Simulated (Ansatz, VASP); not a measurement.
# AgBr: VASP beside Ansatz

Contents of POSCAR:

```
AgBr
1.0
    0.0000000000      2.8925632373      2.8925632373
    2.8925632373      0.0000000000      2.8925632373
    2.8925632373      2.8925632373      0.0000000000
Ag Br
1 1
Direct
    0.0000000000      0.0000000000      0.0000000000
    0.5000000000      0.5000000000      0.5000000000
```

File INCAR.step1:

```
SYSTEM = AgBr
  PREC = Accurate
  ENCUT = 550
  ISMEAR = 0
  SIGMA = 0.02
  LREAL = .False.
  LASPH = .True.
  NELM = 120
  NBANDS = 16
  GGA = PE
  ALGO = Normal
  EDIFF = 1E-5
  LWAVE = .True.
  LCHARG = .False.
  GGA_COMPAT = .False.
```

The input INCAR.step2:

```
SYSTEM = AgBr
  PREC = Accurate
  ENCUT = 550
  EDIFF = 1E-6
  ISMEAR = 0
  SIGMA = 0.02
  LREAL = .False.
  LASPH = .True.
  NELM = 120
  ALGO = Normal
  ISIF = 2
  LWAVE = .False.
  LCHARG = .True.
  METAGGA = R2SCAN
  LMIXTAU = .True.
  LELF = .True.
  LVHAR = .True.
  NBANDS = 16
  ISTART = 1
  GGA_COMPAT = .False.
```

File KPOINTS:

```
Automatic mesh
0
Gamma
  8 8 8
  0 0 0
```

Input for Ansatz:

```yaml
crystal:
  lattice:
    - [0.0, 2.8925632373, 2.8925632373]
    - [2.8925632373, 0.0, 2.8925632373]
    - [2.8925632373, 2.8925632373, 0.0]
  atoms:
    - { symbol: Ag, position: [0.0, 0.0, 0.0] }
    - { symbol: Br, position: [0.5, 0.5, 0.5] }
basis:
  ecutwfc: 500
kpoints:
  mp_grid: { grid: [8, 8, 8] }
  band_path:
    path:
      - [[0.0, 0.0, 0.0], [0.5, 0.0, 0.5], [0.625, 0.25, 0.625]]
      - [[0.375, 0.375, 0.75], [0.0, 0.0, 0.0], [0.5, 0.5, 0.5], [0.5, 0.25, 0.75], [0.5, 0.0, 0.5]]
    npoints: 14
hamiltonian:
  xc: r2scan
scf:
  occupations: { method: gaussian, width: 0.02 }
  n_extra_bands: 6
output:
  forces: true
  stress: true
  eigenvalues: true
  populations: true
  dos: { projected: true, de: 0.02, nscf_kmesh: { grid: [12, 12, 12] } }
  bader: true
  write_density: true
  write_potential: true
  elf: true
  volumetric_format: npy
```

Alike in both runs: task single point; functional r2SCAN; k mesh 8 × 8 × 8; occupations gaussian, width 0.02 eV; no spin polarisation.

|  | VASP | Ansatz |
| --- | --- | --- |
| version | VASP 6.6.1 | Ansatz 0.2.0 |
| potentials or method | VASP PAW PBE potentials, release 64 (Ag, Br), cutoff 550 eV | scalar-relativistic, plane waves, PAW |
| valence electrons in the cell | 18 | 26 |

VASP gave:

```
gap on the k mesh at the Fermi level (eV) : 1.25
least direct gap on the mesh (eV)         : 3.19
pressure (GPa)                            : -0.1
```

Problem. What did Ansatz give for the same quantities?

Solution. gap on the k mesh at the Fermi level (eV): 1.29; least direct gap on the mesh (eV): 3.21; pressure (GPa): 0.0.

VASP's potentials were made for PBE, not for r2SCAN. VASP's potentials hold 18 valence electrons a cell and Ansatz's 26, so a difference there can come from the potentials and not from the codes.
